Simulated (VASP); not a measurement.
A run of VASP 6.6.1 is set up as follows.

INCAR

```
PREC = Accurate
ENCUT = 520
EDIFF = 1E-6
ISMEAR = 0
SIGMA = 0.1
LREAL = F
LASPH = T
NELM = 100
ALGO = Normal
ISIF = 2
LWAVE = F
LCHARG = F
GGA = PE
NBANDS = 12
```

KPOINTS

```
regular mesh
0
Gamma
  14 10 10
```

File POSCAR:

```
Sb
1.0
    3.1726875256      0.0000000000      0.0000000000
    0.0000000000      4.4843523481      0.0000000000
   -0.0096861368      0.0000000000      4.3423853204
Sb
2
Direct
    0.0001822398      0.7500000000      0.7499297071
    0.9998177602      0.2500000000      0.2500702929
```

Potentials or basis: VASP PAW PBE potentials, release 64 (Sb).

Run with:

```bash
$ cat potpaw_PBE.64/Sb/POTCAR > POTCAR
$ mpirun -np 1 vasp_std > vasp.out
```

Q: What does it give for the band gap on the k mesh?

A: Zero (band 5 reaches 11.53 eV, above the bottom of band 6 at 3.42 eV).

Q: What does it give for the pressure?

A: -1.4 GPa.

Stress tensor (GPa, compression positive):
```
-2.73  0.00  0.01
 0.00 -1.28  0.00
 0.01  0.00 -0.33
```

Caveat: the cell differs from its parent crystal (biaxial strain in the a-b plane: +2.0 %); spin-orbit coupling is left out, which moves the levels of the heavy elements.
